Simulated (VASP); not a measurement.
A run of VASP 6.6.1:

File POSCAR:

```
PbO
1.0
    0.0000000000      2.7987768025      2.7987768025
    2.8091322767      0.0000000000      2.7987768025
    2.8091322767      2.7987768025      0.0000000000
Pb O
1 1
Direct
    0.0000000000      0.0000000000      0.0000000000
    0.2500000000      0.2500000000      0.2500000000
```

Contents of INCAR.step1:

```
PREC = Accurate
ENCUT = 520
ISMEAR = 0
SIGMA = 0.01
LREAL = False
LASPH = True
NELM = 60
NBANDS = 17
GGA = PE
ALGO = Normal
EDIFF = 1E-4
LWAVE = True
LCHARG = False
```

The input INCAR.step2:

```
PREC = Accurate
ENCUT = 520
EDIFF = 1E-6
ISMEAR = 0
SIGMA = 0.01
LREAL = False
LASPH = True
NELM = 60
ALGO = Normal
ISIF = 2
LWAVE = False
LCHARG = False
METAGGA = R2SCAN
LMIXTAU = True
NBANDS = 17
ISTART = 1
```

KPOINTS

```
regular mesh
0
Gamma
  8 8 8
```

Potentials or basis: VASP PAW PBE potentials, release 64 (Pb_d, O).

Run with:

```console
$ cat potpaw_PBE.64/Pb_d/POTCAR potpaw_PBE.64/O/POTCAR > POTCAR
$ cp INCAR.step1 INCAR
$ mpirun -np 1 vasp_std > vasp.out
$ cp INCAR.step2 INCAR
$ mpirun -np 1 vasp_std > vasp.out
```

Hardware: 1 thread of AMD EPYC 7R43 64-Core Processor (Zen 3), with other jobs on the host.

Task: How long does it take, and how much memory?

Result: Run time: 3.3 min on 1 thread of AMD EPYC 7R43 64-Core Processor (Zen 3), with other jobs on the host, peak memory 0.17 GiB. Counts: k points 59.
